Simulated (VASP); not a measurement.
# WC (P1) in VASP: further runs, part 2 of 2

VASP 6.6.1. Earlier steps stand in the parts before.

## Step 3: Single point, PBE

This run uses another cell than the first one, of 10.73 Å³/atom.

File INCAR:

```
SYSTEM = WC
PREC = Accurate ; ENCUT = 520
EDIFF = 1E-6 ; ISMEAR = -1
SIGMA = 0.24 ; LREAL = Auto
LASPH = .TRUE. ; NELM = 60
ALGO = Normal ; ISIF = 2
LWAVE = .FALSE. ; LCHARG = .TRUE.
GGA = PE ; LELF = .TRUE.
LVHAR = .TRUE. ; NBANDS = 86
```

File KPOINTS:

```
Automatic mesh
0
G
  2 2 2
  0 0 0
```

File POSCAR:

```
WC
1.0
   -2.8715680000     -5.0773790000     -0.0525100000
    4.3626670000     -2.5706260000     -0.0077330000
    0.0180770000      0.0487400000      5.8138250000
W C
8 8
Direct
    0.7630925672      0.4884095492      0.0334111986
    0.7401721198      0.5136274868      0.5514679784
    0.5165129464     -0.0187764478      0.0341559811
    0.4984240960     -0.0031356856      0.5442626844
    0.2641177180      0.4895832446      0.0853749070
    0.2322002378      0.5023660373      0.5655274507
    0.0034001796     -0.0003355510      0.0513217974
    0.0048676154      0.0147714475      0.5495813558
    0.5078647081      0.6615083438      0.3223666725
    0.4699923912      0.6749492706      0.8262544337
    0.2220981353      0.1803024897      0.3357955653
    0.2474529674      0.1579581666      0.8219915883
    0.0043320456      0.6418649484      0.3096052973
   -0.0114149613      0.6857240733      0.7874855718
    0.7690611012      0.1761474913      0.2897826383
    0.7216636701      0.2040989429      0.7739436355
```

Potentials or basis: VASP PAW PBE potentials, release 64 (W_sv, C).

The run is started by

```sh
> cat potpaw_PBE.64/W_sv/POTCAR potpaw_PBE.64/C/POTCAR > POTCAR
> mpirun -np 1 vasp_std > vasp.out
```

OUTCAR:

```text
SYSTEM = WC
   PREC = Accurate
   ENCUT = 520
   EDIFF = 1E-6
   ISMEAR = -1
   LREAL = Auto
   LASPH = .TRUE.
   NELM = 60
   ISIF = 2
   GGA = PE

 ion  position               nearest neighbor table
   1  0.763  0.488  0.033-  16 2.10  15 2.18  14 2.21  13 2.26  10 2.27   9 2.42   2 2.81   7 2.82
                             3 2.86   5 2.93   5 2.93   3 2.97   7 2.97   2 3.02
   2  0.740  0.514  0.551-   9 2.02  16 2.04  14 2.17  13 2.21  15 2.29  10 2.40   4 2.80   1 2.81
                             6 2.87   8 2.94   6 2.97   8 2.99   4 2.99   1 3.02
   3  0.517  0.981  0.034-  10 1.98  12 2.16  16 2.26  15 2.31   9 2.34  11 2.66   7 2.84   4 2.85
                             1 2.86   5 2.93   5 2.96   1 2.97   4 2.97   7 3.00
[... 930 lines left out ...]
  external PRESSURE =      29.4019953 kB  Pullay stress =       0.0000000 kB

 VOLUME and BASIS-vectors are now :
 -----------------------------------------------------------------------------
  energy-cutoff  :      520.00
  volume of cell :      171.68
      direct lattice vectors                 reciprocal lattice vectors
    -2.871568000 -5.077379000 -0.052510000    -0.087048444 -0.147736405  0.001509204
     4.362667000 -2.570626000 -0.007733000     0.171923402 -0.097236089  0.000280612
     0.018077000  0.048740000  5.813825000    -0.000557538 -0.001463678  0.172017806

 POSITION                                       TOTAL-FORCE (eV/Angst)
 -----------------------------------------------------------------------------------
     -0.05990     -5.12840      0.15040         2.239365      0.125144      2.449590
      0.12530     -5.05160      3.16330        -1.489840     -0.904840     -0.781151
      2.79817     -5.14323      0.16387         2.899386     -0.511525      3.023496
      2.92757     -5.06673      3.13037         1.545909     -0.174897      0.748865
      1.37900     -2.59540      0.47870         1.209486      1.026170     -3.203285
      1.53510     -2.44280      3.27180        -0.872154     -2.202146      0.706747
[... 8 lines left out ...]
     -1.43470     -4.34350      1.64300         0.104568      1.673914      0.482231
     -1.16790     -4.15110      4.46010        -3.407592      0.300405      1.558645
 -----------------------------------------------------------------------------------
    total drift:                               -0.017033      0.016375      0.006812

  FREE ENERGIE OF THE ION-ELECTRON SYSTEM (eV)
  ---------------------------------------------------
  free  energy   TOTEN  =      -175.6446892065 eV

  energy  without entropy=     -174.7956556981  energy(sigma->0) =     -175.22017245
```

OSZICAR:

```text
N       E                     dE             d eps       ncg     rms          rms(c)
DAV:   1     0.191756504608E+04    0.19176E+04   -0.78560E+04  1376   0.191E+03
DAV:   2    -0.705097949111E+01   -0.19246E+04   -0.18660E+04  1376   0.614E+02
DAV:   3    -0.191800923195E+03   -0.18475E+03   -0.17574E+03  1624   0.167E+02
DAV:   4    -0.200245944103E+03   -0.84450E+01   -0.82733E+01  1648   0.320E+01
DAV:   5    -0.200470852735E+03   -0.22491E+00   -0.22374E+00  1664   0.518E+00    0.883E+01
DAV:   6    -0.176487290671E+03    0.23984E+02   -0.15426E+02  1692   0.396E+01    0.262E+01
DAV:   7    -0.175912792798E+03    0.57450E+00   -0.10150E+01  1616   0.123E+01    0.147E+01
DAV:   8    -0.175803112219E+03    0.10968E+00   -0.24640E+00  1736   0.911E+00    0.424E+00
DAV:   9    -0.175645166994E+03    0.15795E+00   -0.59402E-01  1696   0.415E+00    0.784E-01
DAV:  10    -0.175645000142E+03    0.16685E-03   -0.70357E-02  1680   0.120E+00    0.441E-01
DAV:  11    -0.175644774009E+03    0.22613E-03   -0.76730E-03  1704   0.438E-01    0.216E-01
DAV:  12    -0.175644693226E+03    0.80783E-04   -0.18142E-03  1736   0.253E-01    0.628E-02
DAV:  13    -0.175644697097E+03   -0.38709E-05   -0.28215E-04  1784   0.120E-01    0.285E-02
DAV:  14    -0.175644692635E+03    0.44623E-05   -0.42087E-05  1728   0.436E-02    0.216E-02
DAV:  15    -0.175644690013E+03    0.26219E-05   -0.94771E-06  1512   0.186E-02    0.893E-03
DAV:  16    -0.175644689206E+03    0.80672E-06   -0.15427E-06   880   0.791E-03
   1 F= -.17564469E+03 E0= -.17522017E+03  d E =-.849034E+00
```

stdout:

```text
POSCAR found type information on POSCAR W C
 POSCAR found :  2 types and      16 ions
 scaLAPACK will be used
 LDA part: xc-table for (Slater+PW92), standard interpolation
 POSCAR, INCAR and KPOINTS ok, starting setup
 FFT: planning ... GRIDC
 FFT: planning ... GRID_SOFT
 FFT: planning ... GRID
 WAVECAR not read
 entering main loop
```

Run time: 8.1 min. Hardware: 1 thread of Intel Xeon 8259CL, shared host; peak memory 0.33 GiB.

What came out:

```
Free energy            : -175.6447 eV
Pressure               : 2.9 GPa
Largest force          : 4.220 eV/Å
Band gap on the k mesh : zero (bands 72 and 73 overlap by 0.23 eV)
```

Forces on the atoms (eV/Å):
```
W    2.239  0.125  2.450
W   -1.490 -0.905 -0.781
W    2.899 -0.512  3.023
W    1.546 -0.175  0.749
W    1.209  1.026 -3.203
W   -0.872 -2.202  0.707
W   -0.618  0.061  0.251
W   -0.371  2.834  1.407
C    0.922  0.935 -1.913
C   -2.067 -0.573 -2.190
C   -2.219 -1.943 -2.510
C    0.785 -0.512 -0.754
C    2.031 -0.437 -0.772
C   -0.690  0.303  1.495
C    0.105  1.674  0.482
C   -3.408  0.300  1.559
```

Stress tensor (GPa, compression positive):
```
 9.94  0.01 -0.74
 0.01  4.48 -3.55
-0.74 -3.55 -5.60
```

Levels at points of the mesh, in eV from the Fermi level:
```
           k point  band 68  band 69  band 70  band 71  band 72  band 73  band 74  band 75  band 76  band 77
(0.00, 0.00, 0.00)    -1.07    -0.92    -0.59    -0.48    -0.40    -0.08     0.40     0.59     1.33     1.54
(0.50, 0.00, 0.00)    -1.80    -1.09    -1.05    -0.20     0.09     0.20     0.49     0.63     0.71     1.55
(0.00, 0.50, 0.00)    -1.82    -0.94    -0.70    -0.29     0.15     0.73     0.91     1.42     1.46     1.84
(0.50, 0.50, 0.00)    -1.82    -1.77    -1.54    -1.39    -1.31     1.04     1.13     1.28     1.42     2.02
(0.00, 0.00, 0.50)    -1.47    -1.37    -1.20    -0.28     0.14     0.17     0.23     0.59     0.85     2.22
(0.50, 0.00, 0.50)    -1.48    -1.37    -1.30    -1.03    -1.00     0.16     0.29     0.42     0.52     2.20
(0.00, 0.50, 0.50)    -1.80    -1.49    -1.31    -1.17    -0.90     0.65     0.66     0.72     0.88     2.07
(0.50, 0.50, 0.50)    -1.94    -1.82    -1.60    -1.35    -1.26     0.75     1.08     1.25     1.33     1.43
```

Caveat: the k points lie up to 0.62 Å⁻¹ apart; the atoms stand as in a frame of molecular dynamics; spin-orbit coupling is left out, which moves the levels of the heavy elements; forces of over 1 eV/Å act on the atoms, so gaps and moduli don't describe the material at rest.

## Step 4: Single point, PBE

This run uses another cell than the first one, of 11.06 Å³/atom.

File INCAR:

```
SYSTEM = WC
  ALGO = Normal
  EDIFF = 1E-6
  ENCUT = 520
  GGA = PE
  ISIF = 2
  ISMEAR = -1
  LASPH = .TRUE.
  LCHARG = .TRUE.
  LELF = .TRUE.
  LREAL = Auto
  LVHAR = .TRUE.
  LWAVE = .FALSE.
  NBANDS = 86
  NELM = 60
  PREC = Accurate
  SIGMA = 0.24
```

File KPOINTS:

```
k-points
0
G
  2 2 2
  0 0 0
```

File POSCAR:

```
WC
1.0
   -2.9465430000     -5.1677150000     -0.0397040000
    4.4943770000     -2.6269050000     -0.0700360000
   -0.0489790000      0.0730230000      5.7172690000
W C
8 8
Direct
    0.7407861639      0.4923446907      0.0494981129
    0.7513253654      0.5010510946      0.5635071984
    0.5208531944     -0.0296980201      0.0165288750
    0.4899392826      0.0095996814      0.5434456333
    0.2448847440      0.4948073237      0.0548648716
    0.2728552271      0.5070037864      0.5407725194
    0.0067738799     -0.0177132547      0.0475801269
   -0.0178859641     -0.0305230290      0.5394100129
    0.5409380262      0.6690600390      0.3268930834
    0.4698136765      0.6712113350      0.7952507463
    0.2469043968      0.1594280973      0.3126962888
    0.2550597348      0.1706613664      0.8324392872
    0.0295622757      0.6581764844      0.3223164397
   -0.0000645839      0.6548782193      0.8321914688
    0.7685759362      0.1264814655      0.3004010822
    0.7505673648      0.1718693205      0.7792422512
```

The run is started by

```sh
> cat potpaw_PBE.64/W_sv/POTCAR potpaw_PBE.64/C/POTCAR > POTCAR
> mpirun -np 1 vasp_std > vasp.out
```

Run time: 8.2 min. Hardware: 1 thread of Intel Xeon 8259CL, shared host; peak memory 0.33 GiB.

Results (log left out):

| Property | Result |
| --- | --- |
| Free energy | -174.9218 eV |
| Pressure | -3.9 GPa |
| Largest force | 6.270 eV/Å |
| Band gap on the k mesh | 0.02 eV (least direct gap 0.21 eV) |

Forces on the atoms (eV/Å):
```
W   -1.700 -1.004  0.620
W   -2.283 -0.906 -1.446
W    3.681 -0.664  5.032
W   -1.566 -0.556 -0.615
W   -1.176 -0.733 -0.026
W   -0.487  2.951  1.634
W    1.394 -0.854  0.324
W    1.306 -4.251  2.694
C    1.267  2.383 -2.323
C   -1.855 -1.459  0.514
C   -0.380 -0.020 -1.017
C   -0.632  0.855 -2.346
C    0.246  2.072 -1.845
C    0.307  0.600 -2.161
C    2.596  0.665 -0.822
C   -0.717  0.921  1.782
```

Stress tensor (GPa, compression positive):
```
 -3.43   0.69   3.94
  0.69 -10.78  -9.98
  3.94  -9.98   2.47
```

Levels at points of the mesh, in eV from the valence-band top:
| k point | band 68 | band 69 | band 70 | band 71 | band 72 | band 73 | band 74 | band 75 | band 76 | band 77 |
| --- | --- | --- | --- | --- | --- | --- | --- | --- | --- | --- |
| (0.00, 0.00, 0.00) | -1.22 | -1.02 | -0.77 | -0.37 | -0.29 | 0.29 | 0.63 | 0.73 | 1.60 | 1.72 |
| (0.50, 0.00, 0.00) | -1.36 | -1.07 | -0.95 | -0.55 | 0.00 | 0.21 | 0.51 | 0.61 | 0.71 | 1.23 |
| (0.00, 0.50, 0.00) | -1.56 | -1.30 | -0.92 | -0.27 | -0.05 | 0.61 | 0.95 | 1.68 | 1.73 | 1.90 |
| (0.50, 0.50, 0.00) | -1.83 | -1.80 | -1.62 | -1.45 | -1.31 | 1.13 | 1.22 | 1.43 | 1.57 | 1.73 |
| (0.00, 0.00, 0.50) | -1.43 | -1.32 | -1.20 | -0.20 | -0.14 | 0.09 | 0.51 | 0.83 | 0.97 | 1.97 |
| (0.50, 0.00, 0.50) | -1.44 | -1.22 | -1.06 | -0.92 | -0.73 | 0.02 | 0.17 | 0.28 | 0.40 | 1.83 |
| (0.00, 0.50, 0.50) | -1.60 | -1.47 | -1.07 | -0.96 | -0.87 | 0.29 | 0.47 | 0.76 | 0.91 | 2.03 |
| (0.50, 0.50, 0.50) | -1.80 | -1.65 | -1.52 | -1.24 | -0.94 | 0.79 | 0.99 | 1.09 | 1.14 | 1.39 |

Caveat: the k points lie up to 0.60 Å⁻¹ apart; the smearing spreads over this small gap; the atoms stand as in a frame of molecular dynamics; spin-orbit coupling is left out, which moves the levels of the heavy elements; forces of over 1 eV/Å act on the atoms, so gaps and moduli don't describe the material at rest. A k mesh can miss the band edges.

## Step 5: Overview

```tsv
cell	gap on the mesh (eV)	pressure (GPa)	largest force (eV/Å)
a = 5.820, b = 5.084, c = 5.789 Å, angles 91.6, 87.3, 90.2°, 16 atoms, atomic positions A	none	8.7	6.03
a = 5.833, b = 5.064, c = 5.814 Å, angles 90.2, 91.0, 89.0°, 16 atoms, atomic positions B	none	2.9	4.22
a = 5.949, b = 5.206, c = 5.718 Å, angles 91.6, 90.8, 89.4°, 16 atoms, atomic positions C	0.02	-3.9	6.27
```

Alike in all rows: task single point; level PBE; potentials or basis VASP PAW PBE potentials, release 64 (W_sv, C); no spin polarisation; k mesh 2 × 2 × 2; cutoff (eV) 520; smearing fermi-dirac 0.24 eV.

Caveats: all runs use coarse meshes; the atoms stand as in a frame of molecular dynamics; spin-orbit coupling is left out, which moves the levels of the heavy elements; forces of over 1 eV/Å act on the atoms, so gaps and moduli don't describe the material at rest; the smearing spreads over this small gap (at least some runs).

Absolute energies hang on the potentials; compare differences alone.
